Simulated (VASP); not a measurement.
Runs of VASP 6.6.1 on Si. The structure is that of space group Fd-3m (No. 227), or close to it. The cells are those of the table. 

```csv
cell,k mesh,smearing,gap on the mesh (eV),pressure (GPa)
"a = 3.851 Å, angles 60.0°, 2 atoms",10 × 10 × 10,methfessel-paxton 0.1 eV,0.79,-0.3
"a = 3.851 Å, angles 60.0°, 2 atoms",10 × 10 × 10,methfessel-paxton 0.2 eV,0.79,-0.3
"a = 3.999 Å, angles 60.0°, 2 atoms",9 × 9 × 9,fermi-dirac 0.05 eV,0.98,-8.8
"a = 3.851 Å, angles 60.0°, 2 atoms",10 × 10 × 10,fermi-dirac 0.05 eV,0.79,-0.3
"a = 3.851 Å, angles 60.0°, 2 atoms",10 × 10 × 10,gaussian 0.03 eV,0.79,-0.3
"a = 3.851 Å, angles 60.0°, 2 atoms",8 × 8 × 8,fermi-dirac 0.05 eV,(b),-0.3
"a = 3.851 Å, angles 60.0°, 2 atoms",9 × 9 × 9,fermi-dirac 0.05 eV,0.80,-0.3
"a = 3.851 Å, angles 60.0°, 2 atoms",6 × 6 × 6,fermi-dirac 0.05 eV,0.93,-0.2
"a = 3.851 Å, angles 60.0°, 2 atoms",10 × 10 × 10,gaussian 0.6 eV,0.80,-0.3
"a = 3.851 Å, angles 60.0°, 2 atoms",10 × 10 × 10,methfessel-paxton 0.01 eV,0.79,-0.3
"a = 3.851 Å, angles 60.0°, 2 atoms",10 × 10 × 10,methfessel-paxton 0.3 eV,0.79,-0.3
"a = 3.851 Å, angles 60.0°, 2 atoms",3 × 3 × 3,fermi-dirac 0.05 eV,(a),1.6
```

Alike in all rows: task single point; level r2SCAN; potentials or basis VASP PAW PBE potentials, release 64 (Si); no spin polarisation; cutoff (eV) 520.

Problem. Fill in the values left out.

Solution. (a) 0.90; (b) 0.83.

Caveats: some runs use coarse meshes; the PAW data sets were made with another functional, which shifts forces and pressure a little.

A k mesh can miss the band edges.
